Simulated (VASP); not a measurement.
A run of VASP 6.6.1:

Contents of INCAR:

```
  ALGO = Normal
  EDIFF = 1E-6
  ENCUT = 520
  GGA = PE
  ISIF = 2
  ISMEAR = 0
  LASPH = T
  LCHARG = F
  LREAL = F
  LWAVE = F
  NBANDS = 12
  NELM = 100
  PREC = Accurate
  SIGMA = 0.1
```

The input KPOINTS:

```
k-points
0
Gamma
  18 18 18
```

The input POSCAR:

```
Ag
1.0
    0.0000000000      1.9870873811      1.9870873811
    1.9870873811      0.0000000000      1.9870873811
    1.9870873811      1.9870873811      0.0000000000
Ag
1
Direct
    0.0000000000      0.0000000000      0.0000000000
```

Potentials or basis: VASP PAW PBE potentials, release 64 (Ag).

Command:

```console
$ cat potpaw_PBE.64/Ag/POTCAR > POTCAR
$ mpirun -np 1 vasp_std > vasp.out
```

Hardware: 1 thread of Intel Xeon 8259CL (shared host).

How long does it take, and how much memory?

Wall time 43 s on 1 thread of Intel Xeon 8259CL (shared host), peak memory 0.17 GiB. Counts: scf iterations 11, k points 195.
